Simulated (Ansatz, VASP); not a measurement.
**BaO in VASP and in Ansatz**

```
CELL_PARAMETERS angstrom
0.00000 2.71711 2.71711
2.71711 0.00000 2.71711
2.71711 2.71711 0.00000
ATOMIC_POSITIONS crystal
Ba 0.00000 0.00000 0.00000
O 0.50000 0.50000 0.50000
```

Alike in both runs: functional LDA; k mesh 8 × 8 × 8; occupations gaussian, width 0.02 eV; no spin polarisation.

Ansatz relaxed the structure, and its values are those at the end. VASP's run is a single point on that final structure, the one shown.

```csv
,VASP,Ansatz
version,VASP 6.6.1,Ansatz 0.2.0
potentials or method,"VASP PAW LDA potentials, release 64 (Ba_sv, O_h), cutoff 1340 eV","scalar-relativistic, plane waves, PAW"
valence electrons in the cell,16,16
```

Ansatz gave:

```
gap on the k mesh at the Fermi level (eV) : 1.69
least direct gap on the mesh (eV)         : 1.69
pressure (GPa)                            : 0.0
```

**Question.** Which values does VASP return?

**Answer.** gap on the k mesh at the Fermi level (eV): 1.60; least direct gap on the mesh (eV): 1.60; pressure (GPa): 2.2.

LDA's correlation is that of Perdew and Zunger in VASP and of Perdew and Wang (1992) in Ansatz.

Neither program's run includes spin-orbit coupling.
